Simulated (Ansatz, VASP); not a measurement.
## Two plane-wave programs on LiTlF4

```xyz
6
Lattice="3.7662 0.0000 0.0000 0.0000 3.7662 0.0000 0.0000 0.0000 5.3055" Properties=species:S:1:pos:R:3 pbc="T T T"
Li    0.0000    0.0000    0.0000
Tl    1.8831    1.8831    2.6528
F     1.8831    0.0000    1.3278
F     0.0000    1.8831    3.9777
F     1.8831    0.0000    3.9777
F     0.0000    1.8831    1.3278
```

Alike in both runs: functional PBE; k mesh 8 × 8 × 6; occupations gaussian, width 0.02 eV; no spin polarisation.

Ansatz relaxed the structure, and its values are those at the end. VASP's run is a single point on that final structure, the one shown.

```csv
,VASP,Ansatz
version,VASP 6.6.1,Ansatz 0.2.0
potentials or method,"VASP PAW PBE potentials, release 64 (Li_sv, Tl_d, F), cutoff 520 eV","scalar-relativistic, plane waves, PAW"
valence electrons in the cell,44,44
```

```tsv
	VASP	Ansatz	Ansatz less VASP
gap on the k mesh at the Fermi level (eV)	1.91	1.94	+0.031
least direct gap on the mesh (eV)	2.12	2.15	+0.028
rms of the force components (eV/Å)	0.009	0.000	-0.0093
```

Neither program's run includes spin-orbit coupling. Noted on VASP's run: the cutoff is under 1.25 times that of the potentials, so the pressure is a little rough.
